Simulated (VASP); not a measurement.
Input of a VASP 6.6.1 run:

The input INCAR:

```
SYSTEM = Cu
PREC = Accurate
ENCUT = 600
EDIFF = 1E-6
ISMEAR = 1
SIGMA = 0.1
LREAL = .False.
LASPH = .True.
NELM = 60
ALGO = Fast
ISIF = 3
LWAVE = .False.
LCHARG = .False.
IBRION = 2
NSW = 80
EDIFFG = -0.005
```

File KPOINTS:

```
Automatic mesh
0
Gamma
  16 16 12
  0 0 0
```

The input POSCAR:

```
Cu
1.0
    2.5455844123      0.0000000000      0.0000000000
    0.0000000000      2.5455844123      0.0000000000
    0.0000000000      0.0000000000      3.6000000000
Cu
2
Direct
    0.0000000000      0.0000000000      0.0000000000
    0.5000000000      0.5000000000      0.5000000000
```

Potentials or basis: VASP PAW LDA potentials, release 64 (Cu).

Launch:

```console
$ cat potpaw_LDA.64/Cu/POTCAR > POTCAR
$ mpirun -np 1 vasp_std > vasp.out
```

(1) Predict the band gap on the k mesh.

(2) Estimate the relaxed volume.

(3) Predict the space group after relaxing (to 0.05 Å).

## Answers

(1) zero (band 11 reaches 14.84 eV, above the bottom of band 12 at 6.27 eV).

(2) 10.93 Å³/atom.

(3) Fm-3m (No. 225).
